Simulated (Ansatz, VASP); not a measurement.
## In in VASP and in Ansatz

```
CELL_PARAMETERS angstrom
14.00000 0.00000 0.00000
0.00000 14.40000 0.00000
0.00000 0.00000 14.80000
ATOMIC_POSITIONS crystal
In 0.50000 0.50000 0.50000
```

Alike in both runs: task single point; functional PBEsol; k mesh 1 × 1 × 1; occupations fermi-dirac, width 0.01 eV; collinear spin.

|  | VASP | Ansatz |
| --- | --- | --- |
| version | VASP 6.6.1 | Ansatz 0.2.0 |
| potentials or method | VASP PAW PBE potentials, release 64 (In_d), cutoff 520 eV | plane waves (420 eV) with PAW, scalar-relativistic |
| valence electrons in the cell | 13 | 13 |

VASP gave:

```
net moment per atom (μB)                                      : 1.00
size of the moment on the site where the two differ most (μB) : 0.25
```

Q: Which values does Ansatz return?

A: net moment per atom (μB): 1.00; size of the moment on the site where the two differ most (μB): 1.00.

VASP's potentials were made for PBE, not for PBEsol, and Ansatz warns of the same on its side. Site moments also hang on the region over which each program counts them. Ansatz's warnings: lower state not reached, negative dielectric reading, stability check not made, xc potential rough in thin density.
